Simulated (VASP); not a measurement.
Set up this calculation in VASP 6.6.1, as the native input.

```
Task                   : single point
Functional             : r2SCAN
Potentials or basis    : VASP PAW PBE potentials, release 64 (Sc_sv)
Cutoff                 : 520 eV
k mesh                 : 16 × 16 × 16
Occupations            : methfessel-paxton, width 0.05 eV
Spin                   : no spin polarisation
Dipole correction      : no
Further INCAR settings : ALGO = Normal; EDIFF = 1e-06; NBANDS = 12
```

Crystal: Sc.

```
CELL_PARAMETERS angstrom
-1.84392 1.84392 1.84392
1.84392 -1.84392 1.84392
1.84392 1.84392 -1.84392
ATOMIC_POSITIONS crystal
Sc 0.00000 0.00000 0.00000
```

This isn't the form of Sc at room conditions, which is hcp.

These files were run (other wordings do the same):

POSCAR

```
Sc
1.0
   -1.8439210879      1.8439210879      1.8439210879
    1.8439210879     -1.8439210879      1.8439210879
    1.8439210879      1.8439210879     -1.8439210879
Sc
1
Direct
    0.0000000000      0.0000000000      0.0000000000
```

INCAR.step1

```
PREC     = Accurate       # precision mode
ENCUT    = 520            # plane-wave cutoff, eV
ISMEAR   = 1              # smearing method
SIGMA    = 0.05           # smearing width, eV
LREAL    = F              # projectors in reciprocal space
LASPH    = T              # aspherical terms in the spheres
NELM     = 100            # most SCF steps
NBANDS   = 12             # bands
GGA      = PE             # functional
ALGO     = Normal         # electronic algorithm
EDIFF    = 1E-4           # SCF threshold, eV
LWAVE    = T              # write WAVECAR
LCHARG   = F              # write CHGCAR
```

INCAR.step2

```
PREC     = Accurate       # precision mode
ENCUT    = 520            # plane-wave cutoff, eV
EDIFF    = 1E-6           # SCF threshold, eV
ISMEAR   = 1              # smearing method
SIGMA    = 0.05           # smearing width, eV
LREAL    = F              # projectors in reciprocal space
LASPH    = T              # aspherical terms in the spheres
NELM     = 100            # most SCF steps
ALGO     = Normal         # electronic algorithm
ISIF     = 2              # what is computed and relaxed
LWAVE    = F              # write WAVECAR
LCHARG   = F              # write CHGCAR
METAGGA  = R2SCAN         # meta-GGA
LMIXTAU  = T            
NBANDS   = 12             # bands
ISTART   = 1
```

KPOINTS

```
Automatic mesh
0
Gamma
  16 16 16
```

Potentials or basis: VASP PAW PBE potentials, release 64 (Sc_sv).

Command:

```bash
$ cat potpaw_PBE.64/Sc_sv/POTCAR > POTCAR
$ cp INCAR.step1 INCAR
$ mpirun -np 1 vasp_std > vasp.out
$ cp INCAR.step2 INCAR
$ mpirun -np 1 vasp_std > vasp.out
```

Results of the run:

```json
{
 "Pressure": "0.2 GPa",
 "Band gap on the k mesh": "zero (an odd number of electrons rules out a gap without spin polarisation)"
}
```

Caveat: the PAW data sets were made with another functional, which shifts forces and pressure a little.

It took 44 s on 1 thread of Intel(R) Xeon(R) Platinum 8559C (Emerald Rapids), with other jobs on the host, peak memory 0.17 GiB.
